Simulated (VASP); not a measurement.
The system is AlN.

```
Al N
1.0
     3.11000    0.00000    0.00000
    -1.55500    2.69334    0.00000
     0.00000    0.00000    4.98000
Al N
2 2
Cartesian
  1.5550 0.8978 0.0000
  0.0000 1.7956 2.4900
  1.5550 0.8978 1.9024
  0.0000 1.7956 4.3924
```

Base run:

- Program: VASP 6.6.1
- Functional: PBEsol
- Potentials or basis: VASP PAW PBE potentials, release 64 (Al, N)
- Cutoff: 520 eV
- k mesh: 11 × 11 × 6
- Occupations: fermi-dirac, width 0.02 eV
- Spin: no spin polarisation

Its results: band gap on the k mesh 4.14 eV, direct; pressure 0.6 GPa; largest force 0.006 eV/Å.

**Question.** The run is repeated on the same cell with these changes: functional from PBEsol to LDA; potentials or basis from VASP PAW PBE potentials, release 64 (Al, N) to VASP PAW LDA potentials, release 64 (Al, N). What comes out?

**Answer.** Band gap on the k mesh 4.24 eV, direct; pressure -3.7 GPa; largest force 0.016 eV/Å.

Caveats: the PAW data sets were made with another functional, which shifts forces and pressure a little (some runs).

A k mesh can miss the band edges.
